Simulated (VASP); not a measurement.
PbS:

```
CELL_PARAMETERS angstrom
0.00000 3.30098 3.30098
3.30098 0.00000 3.30098
3.30098 3.30098 0.00000
ATOMIC_POSITIONS crystal
Pb 0.00000 0.00000 0.00000
S 0.25000 0.25000 0.25000
```

Base run:

- Program: VASP 6.6.1
- Functional: r2SCAN
- Potentials or basis: VASP PAW PBE potentials, release 64 (Pb_d, S)
- Cutoff: 520 eV
- k mesh: 4 × 4 × 4
- Occupations: gaussian, width 0.01 eV
- Spin: no spin polarisation

Its results: band gap on the k mesh 0.95 eV, indirect (least direct gap 1.45 eV); pressure -0.1 GPa.

Q: The run is repeated on the same cell with these changes: functional from r2SCAN to PBE-based screened hybrid. What comes out?

A: Band gap on the k mesh 1.52 eV, indirect (least direct gap 2.07 eV); pressure -0.4 GPa.

Caveats: the PAW data sets were made with another functional, which shifts forces and pressure a little; spin-orbit coupling is left out, which moves the levels of the heavy elements.

A k mesh can miss the band edges.
